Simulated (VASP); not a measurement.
# GePt (Pnma) in VASP: single point with r2SCAN

Aim: the single point of GePt with r2SCAN.

Program: VASP 6.6.1. These are calculated values, not measurements. Logs are shortened: lines on timing, memory, paths and dates and some standing lists are left out, and cuts for length are marked.

### Step 1. The cell of the first run

The structure is orthorhombic, space group Pnma (No. 62). The conventional cell has a = 5.719 Å, b = 3.697 Å, c = 6.084 Å, α = 90.00°, β = 90.00°, γ = 90.00°. Ge (site symmetry m) has 6 Pt at 2.48 to 2.65 Å and 2 Ge at 3.02 Å within 3.3 Å. Pt (site symmetry m) has 6 Ge at 2.48 to 2.65 Å and 4 Pt at 2.95 to 2.97 Å within 3.3 Å.

### Step 2. Single point, r2SCAN

POSCAR reads:

```
GePt
1.0
    5.7190000000      0.0000000000      0.0000000000
    0.0000000000      3.6970000000      0.0000000000
    0.0000000000      0.0000000000      6.0840000000
Ge Pt
4 4
Direct
    0.1850000000      0.2500000000      0.5900000000
    0.3150000000      0.7500000000      0.0900000000
    0.6850000000      0.2500000000      0.9100000000
    0.8150000000      0.7500000000      0.4100000000
    0.9995000000      0.2500000000      0.1908000000
    0.5005000000      0.7500000000      0.6908000000
    0.4995000000      0.2500000000      0.3092000000
    0.0005000000      0.7500000000      0.8092000000
```

INCAR.step1 reads:

```
ALGO     = Normal         # electronic algorithm
EDIFF    = 1E-4           # SCF threshold, eV
ENCUT    = 520            # plane-wave cutoff, eV
GGA      = PE             # functional
ISMEAR   = 0              # smearing method
KPAR     = 4            
LASPH    = T              # aspherical terms in the spheres
LCHARG   = F              # write CHGCAR
LREAL    = F              # projectors in reciprocal space
LWAVE    = T              # write WAVECAR
NBANDS   = 58             # bands
NELM     = 100            # most SCF steps
PREC     = Accurate       # precision mode
SIGMA    = 0.05           # smearing width, eV
```

INCAR.step2 reads:

```
ALGO     = Normal         # electronic algorithm
EDIFF    = 1E-7           # SCF threshold, eV
ENCUT    = 520            # plane-wave cutoff, eV
ISIF     = 2              # what is computed and relaxed
ISMEAR   = 0              # smearing method
ISTART   = 1            
KPAR     = 4            
LASPH    = T              # aspherical terms in the spheres
LCHARG   = T              # write CHGCAR
LMIXTAU  = T            
LREAL    = F              # projectors in reciprocal space
LVHAR    = T            
LWAVE    = F              # write WAVECAR
METAGGA  = R2SCAN         # meta-GGA
NBANDS   = 58             # bands
NELM     = 100            # most SCF steps
PREC     = Accurate       # precision mode
SIGMA    = 0.05           # smearing width, eV
```

KPOINTS reads:

```
k-points
0
Gamma
  6 10 6
```

Potentials or basis: VASP PAW PBE potentials, release 64 (Ge_d, Pt).

On the command line:

```sh
cat potpaw_PBE.64/Ge_d/POTCAR potpaw_PBE.64/Pt/POTCAR > POTCAR
cp INCAR.step1 INCAR
mpirun -np 4 vasp_std > vasp.out
cp INCAR.step2 INCAR
mpirun -np 4 vasp_std > vasp.out
```

OUTCAR:

```text
EDIFF = 1E-7
   ENCUT = 520
   ISIF = 2
   ISMEAR = 0
   ISTART = 1
   LASPH = T
   LREAL = F
   METAGGA = R2SCAN
   NELM = 100
   PREC = Accurate

 ion  position               nearest neighbor table
   1  0.185  0.250  0.590-   7 2.48   8 2.51   8 2.51   5 2.65   6 2.65   6 2.65
   2  0.315  0.750  0.090-   8 2.48   7 2.51   7 2.51   6 2.65   5 2.65   5 2.65
   3  0.685  0.250  0.910-   5 2.48   6 2.51   6 2.51   7 2.65   8 2.65   8 2.65
   4  0.815  0.750  0.410-   6 2.48   5 2.51   5 2.51   8 2.65   7 2.65   7 2.65
   5  0.999  0.250  0.191-   3 2.48   4 2.51   4 2.51   1 2.65   2 2.65   2 2.65   7 2.95   7 2.95
                             8 2.97   8 2.97
   6  0.501  0.750  0.691-   4 2.48   3 2.51   3 2.51   2 2.65   1 2.65   1 2.65   8 2.95   8 2.95
                             7 2.97   7 2.97
   7  0.499  0.250  0.309-   1 2.48   2 2.51   2 2.51   3 2.65   4 2.65   4 2.65   5 2.95   5 2.95
                             6 2.97   6 2.97
   8  0.001  0.750  0.809-   2 2.48   1 2.51   1 2.51   4 2.65   3 2.65   3 2.65   6 2.95   6 2.95
                             5 2.97   5 2.97

  LATTYP: Found a simple orthorhombic cell.
 ALAT       =     3.6970000000
 B/A-ratio  =     1.5469299432
 C/A-ratio  =     1.6456586421

  Lattice vectors:

 A1 = (   0.0000000000,  -3.6970000000,   0.0000000000)
 A2 = (   5.7190000000,   0.0000000000,   0.0000000000)
 A3 = (   0.0000000000,   0.0000000000,   6.0840000000)

Analysis of symmetry for initial positions (statically):
=====================================================================
 Subroutine PRICEL returns:
 Original cell was already a primitive cell.

 Routine SETGRP: Setting up the symmetry group for a
 simple orthorhombic supercell.

 Subroutine GETGRP returns: Found  8 space group operations
 (whereof  2 operations were pure point group operations)
 out of a pool of  8 trial point group operations.

The static configuration has the point symmetry S_2 .
 The point group associated with its full space group is D_2h.

Analysis of symmetry for dynamics (positions and initial velocities):
=====================================================================
 Subroutine PRICEL returns:
 Original cell was already a primitive cell.

 Routine SETGRP: Setting up the symmetry group for a
 simple orthorhombic supercell.

 Subroutine GETGRP returns: Found  8 space group operations
 (whereof  2 operations were pure point group operations)
 out of a pool of  8 trial point group operations.

The dynamic configuration has the point symmetry S_2 .
 The point group associated with its full space group is D_2h.

 Subroutine INISYM returns: Found  8 space group operations
 (whereof  2 operations are pure point group operations),
 and found     1 'primitive' translations

----------------------------------------------------------------------------------------

                                     Primitive cell

  volume of cell :     128.6349

  direct lattice vectors                    reciprocal lattice vectors
     5.719000000  0.000000000  0.000000000     0.174855744  0.000000000  0.000000000
     0.000000000  3.697000000  0.000000000     0.000000000  0.270489586  0.000000000
     0.000000000  0.000000000  6.084000000     0.000000000  0.000000000  0.164365549

  length of vectors
     5.719000000  3.697000000  6.084000000     0.174855744  0.270489586  0.164365549

  position of ions in fractional coordinates (direct lattice)
     0.185000000  0.250000000  0.590000000
     0.315000000  0.750000000  0.090000000
     0.685000000  0.250000000  0.910000000
     0.815000000  0.750000000  0.410000000
     0.999500000  0.250000000  0.190800000
     0.500500000  0.750000000  0.690800000
     0.499500000  0.250000000  0.309200000
     0.000500000  0.750000000  0.809200000

  ion indices of the primitive-cell ions
   primitive index   ion index
                 1           1
                 2           2
                 3           3
                 4           4
                 5           5
                 6           6
                 7           7
                 8           8

----------------------------------------------------------------------------------------

 KPOINTS: k-points

Automatic generation of k-mesh.
 Grid dimensions read from file:
 generate k-points for:    6   10    6

 Generating k-lattice:

  Cartesian coordinates                     Fractional coordinates (reciprocal lattice)
     0.029142624  0.000000000  0.000000000     0.166666667  0.000000000  0.000000000
     0.000000000  0.027048959  0.000000000     0.000000000  0.100000000  0.000000000
     0.000000000  0.000000000  0.027394258     0.000000000  0.000000000  0.166666667

  Length of vectors
     0.029142624  0.027048959  0.027394258

  Shift w.r.t. Gamma in fractional coordinates (k-lattice)
     0.000000000  0.000000000  0.000000000

 Subroutine IBZKPT returns following result:
 ===========================================

 Found     96 irreducible k-points:

 Following reciprocal coordinates:
            Coordinates               Weight
  0.000000  0.000000  0.000000      1.000000
  0.166667  0.000000  0.000000      2.000000
  0.333333  0.000000  0.000000      2.000000
  0.500000  0.000000  0.000000      1.000000
  0.000000  0.100000  0.000000      2.000000
  0.166667  0.100000  0.000000      4.000000
[... 16 lines left out ...]
  0.333333  0.500000  0.000000      2.000000
  0.500000  0.500000  0.000000      1.000000
 [... further k-points ...]
   k-points           NKPTS =     96   k-points in BZ     NKDIM =     96   number of bands    NBANDS=     58
   number of dos      NEDOS =    301   number of ions     NIONS =      8
   total plane-waves  NPLWV =  64512
   dimension x,y,z NGX =    48 NGY =   28 NGZ =   48
   dimension x,y,z NGXF=    96 NGYF=   56 NGZF=   96
   ions per type =               4   4
   NGX,Y,Z   is equivalent  to a cutoff of  13.95, 12.59, 13.12 a.u.
   NGXF,Y,Z  is equivalent  to a cutoff of  27.91, 25.18, 26.23 a.u.
 SYSTEM =  unknown system
   PREC   = accura    normal or accurate (medium, high low for compatibility)
   ISTART =      1    job   : 0-new  1-cont  2-samecut
   ICHARG =      0    charge: 1-file 2-atom 10-const
   ISPIN  =      1    spin polarized calculation?
   LNONCOLLINEAR =      F non collinear calculations
   LSORBIT =      F    spin-orbit coupling
   LASPH  =      T    aspherical Exc in radial PAW
   ENCUT  =  520.0 eV  38.22 Ry    6.18 a.u.  10.63  6.87 11.31*2*pi/ulx,y,z
   NELM   =    100;   NELMIN=  2; NELMDL=  0     # of ELM steps
   EDIFF  = 0.1E-06   stopping-criterion for ELM
   LREAL  =      F    real-space projection
   EDIFFG = 0.1E-05   stopping-criterion for IOM
   NSW    =      0    number of steps for IOM
   IBRION =     -1    ionic relax: 0-MD 1-quasi-New 2-CG
   NFREE  =      0    steps in history (QN), initial steepest desc. (CG)
   ISIF   =      2    stress and relaxation
   ISYM   =      2    0-nonsym 1-usesym 2-fastsym
   POTIM  = 0.5000    time-step for ionic-motion
   TEBEG  =    0.0;   TEEND  =   0.0 temperature during run
   PSTRESS=    0.0 pullay stress
   NELECT =      96.0000    total number of electrons
   NUPDOWN=      -1.0000    fix difference up-down
   EMIN   =  10.00;   EMAX   =-10.00  energy-range for DOS
   EFERMI =   0.00;   METHOD = LEGACY
   ISMEAR =     0;   SIGMA  =   0.05  broadening in eV -4-tet -1-fermi 0-gaus
   EFERMI_NEDOS =   21; number of points for ismear=-14 and -15
   IALGO  =     38    algorithm
   IMIX   =      4    mixing-type and parameters
     AMIX     =   0.40;   BMIX     =  1.00
     AMIX_MAG =   1.60;   BMIX_MAG =  1.00
  volume/ion in A,a.u.               =      16.08       108.51
  Fermi-wavevector in a.u.,A,eV,Ry     =   1.484952  2.806152 30.001955  2.205082
  Thomas-Fermi vector in A             =   2.598424
   LORBIT       =      0    0 simple, 1 ext, 2 COOP (PROOUT), +10 PAW based schemes
   METAGGA = R2SCAN    functional components
   LHFCALC =     F    Hartree Fock is set to
   AEXX    =    0.0000 exact exchange contribution
   IVDW    =     0    specifies the selected vdW correction
   LEPSILON=     F    determine dielectric tensor
   LRPA    =     F    only Hartree local field effects (RPA)
 non-spin polarized calculation
 Gauss-broadening in eV      SIGMA  =   0.05
  energy-cutoff  :      520.00
  volume of cell :      128.63
 maximum number of plane-waves:      3494
 NGX is ok and might be reduce to    48
   NGX = 21   NGY = 13   NGZ = 23

 number of electron      96.0000034 magnetization

 Free energy of the ion-electron system (eV)
  ---------------------------------------------------
  ext. energy  EPLUGINS =         0.00000000
  ---------------------------------------------------
  free energy    TOTEN  =      -265.29215035 eV

  energy without entropy =     -265.28990831  energy(sigma->0) =     -265.29102933

 E-fermi :   9.7885     XC(G=0): -13.6513

 val. band max:        9.7829810751   @ k =   0.1667   0.5000   0.0000
 cond. band min:       9.7887425349   @ k =   0.3333   0.3000   0.1667
 fundamental gap:      0.0057614598
 Fermi energy:         9.7885067399

 k-point     1 :       0.0000    0.0000    0.0000
  band No.  band energies     occupation
      1     -16.2618      2.00000
      2     -16.2530      2.00000
      3     -16.2530      2.00000
      4     -16.2476      2.00000
      5     -16.2385      2.00000
      6     -16.2220      2.00000
[... 50 lines left out ...]
     57      15.3467      0.00000
     58      16.0696      0.00000

 k-point     2 :       0.1667    0.0000    0.0000
  band No.  band energies     occupation
      1     -16.2611      2.00000
      2     -16.2534      2.00000
      3     -16.2522      2.00000
      4     -16.2475      2.00000
      5     -16.2379      2.00000
      6     -16.2235      2.00000
[... 50 lines left out ...]
     57      15.4826      0.00000
     58      15.9113      0.00000

 k-point     3 :       0.3333    0.0000    0.0000
  band No.  band energies     occupation
      1     -16.2591      2.00000
      2     -16.2547      2.00000
      3     -16.2503      2.00000
      4     -16.2474      2.00000
      5     -16.2361      2.00000
      6     -16.2276      2.00000
[... 1216 lines left out ...]
      3     -16.2477      2.00000
      4     -16.2477      2.00000
      5     -16.2281      2.00000
      6     -16.2281      2.00000
[... 50 lines left out ...]
     57      16.1168      0.00000
     58      16.1227      0.00000

 k-point    24 :       0.5000    0.5000    0.0000
  band No.  band energies     occupation
      1     -16.2472      2.00000
      2     -16.2472      2.00000
      3     -16.2472      2.00000
      4     -16.2472      2.00000
      5     -16.2263      2.00000
      6     -16.2263      2.00000
[... 50 lines left out ...]
     57      16.5392      0.00000
     58      16.5392      0.00000

 [... further k-points ...]

------------------------ aborting loop because EDIFF is reached ----------------------------------------

  FORCE on cell =-STRESS in cart. coord.  units (eV):
  Direction    XX          YY          ZZ          XY          YZ          ZX
  --------------------------------------------------------------------------------------
  -------------------------------------------------------------------------------------
  Total        2.9325764      2.9745047      2.6465917      0.0000000      0.0000000      0.0000000
  in kB       36.5259206     37.0481466     32.9639148      0.0000000      0.0000000      0.0000000
  external PRESSURE =      35.5126606 kB  Pullay stress =       0.0000000 kB

 VOLUME and BASIS-vectors are now :
 -----------------------------------------------------------------------------
  energy-cutoff  :      520.00
  volume of cell :      128.63
      direct lattice vectors                 reciprocal lattice vectors
     5.719000000  0.000000000  0.000000000     0.174855744  0.000000000  0.000000000
     0.000000000  3.697000000  0.000000000     0.000000000  0.270489586  0.000000000
     0.000000000  0.000000000  6.084000000     0.000000000  0.000000000  0.164365549

 POSITION                                       TOTAL-FORCE (eV/Angst)
 -----------------------------------------------------------------------------------
      1.05802      0.92425      3.58956        -0.006445     -0.000000     -0.124733
      1.80148      2.77275      0.54756         0.006445     -0.000000     -0.124733
      3.91752      0.92425      5.53644        -0.006445      0.000000      0.124733
      4.66098      2.77275      2.49444         0.006445     -0.000000      0.124733
      5.71614      0.92425      1.16083        -0.017396      0.000000      0.092459
      2.86236      2.77275      4.20283         0.017396      0.000000      0.092459
      2.85664      0.92425      1.88117        -0.017396      0.000000     -0.092459
      0.00286      2.77275      4.92317         0.017396      0.000000     -0.092459
 -----------------------------------------------------------------------------------
    total drift:                                0.000000      0.000000      0.000000

  FREE ENERGIE OF THE ION-ELECTRON SYSTEM (eV)
  ---------------------------------------------------
  free  energy   TOTEN  =      -265.2921503482 eV

  energy  without entropy=     -265.2899083099  energy(sigma->0) =     -265.29102933
```

Run time: 16 min. Hardware: 4 MPI ranks of Oxide Virtual Turin-like, shared host; peak memory 0.62 GiB.

Results:

| Item | Value |
| --- | --- |
| Free energy | -265.2922 eV |
| Pressure | 3.6 GPa |
| Largest force | 0.125 eV/Å |
| Band gap on the k mesh | zero (bands 48 and 49 overlap by 1.44 eV) |

Forces in eV/Å, atoms in the order of the input:
```
Ge  -0.006  0.000 -0.125
Ge   0.006  0.000 -0.125
Ge  -0.006  0.000  0.125
Ge   0.006  0.000  0.125
Pt  -0.017  0.000  0.092
Pt   0.017  0.000  0.092
Pt  -0.017  0.000 -0.092
Pt   0.017  0.000 -0.092
```

Stress tensor (GPa, compression positive):
```
3.65 0.00 0.00
0.00 3.70 0.00
0.00 0.00 3.30
```

Caveat: the cell stands under pressure; the PAW data sets were made with another functional, which shifts forces and pressure a little; spin-orbit coupling is left out, which moves the levels of the heavy elements.
